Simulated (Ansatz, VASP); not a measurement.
# Os in VASP and in Ansatz

INCAR

```
ALGO = Fast ; EDIFF = 1E-6
EDIFFG = -0.01 ; ENCUT = 600
GGA = PE ; IBRION = 2
ISIF = 3 ; ISMEAR = 0
LASPH = True ; LCHARG = False
LREAL = False ; LWAVE = False
NELM = 80 ; NSW = 100
PREC = Accurate ; SIGMA = 0.1
```

The input KPOINTS:

```
k-points
0
Gamma
  24 24 24
```

The input POSCAR:

```
Os
1.0
    0.0000000000      1.9282151539      1.9282151539
    1.9282151539      0.0000000000      1.9282151539
    1.9282151539      1.9282151539      0.0000000000
Os
1
Direct
    0.5000000000      0.5000000000      0.5000000000
```

Input for Ansatz:

```yaml
crystal:
  lattice:
    - [0.0, 1.9282151539, 1.9282151539]
    - [1.9282151539, 0.0, 1.9282151539]
    - [1.9282151539, 1.9282151539, 0.0]
  atoms:
    - { symbol: Os, position: [0.5, 0.5, 0.5] }
basis:
  ecutwfc: 420
kpoints:
  mp_grid: { grid: [24, 24, 24] }
hamiltonian:
  xc: pbe
scf:
  occupations: { method: gaussian, width: 0.1 }
output:
  forces: true
  stress: true
  eigenvalues: true
  write_density: true
  write_potential: true
  elf: true
  volumetric_format: npy
relax:
  adjacent_minimum: "off"
  f_tol: 0.01
  max_steps: 80
  cell: { stress_tol: 0.05 }
```

Alike in both runs: task relaxation of cell and atoms; functional PBE; k mesh 24 × 24 × 24; occupations gaussian, width 0.1 eV; no spin polarisation.

|  | VASP | Ansatz |
| --- | --- | --- |
| version | VASP 6.6.1 | Ansatz 0.2.0 |
| potentials or method | VASP PAW PBE potentials, release 64 (Os), cutoff 600 eV | scalar-relativistic, plane waves, PAW |
| valence electrons in the cell | 8 | 16 |

|  | VASP | Ansatz | Ansatz less VASP |
| --- | --- | --- | --- |
| gap on the k mesh at the Fermi level, each at its own relaxed structure (eV) | none | none | - |
| relaxed volume (Å³/atom) | 14.34 | 14.33 | -0.004 |
| relaxed cell length with the largest relative difference (Å) | 2.727 | 2.727 | -0.0002 |

A gap of «none» marks a metal or a gap that the smearing closes. VASP's potentials hold 8 valence electrons a cell and Ansatz's 16, so a difference there can come from the potentials and not from the codes.

Spin-orbit coupling is off throughout. Noted on VASP's run: the relaxation stopped at its first step, so nothing moved.
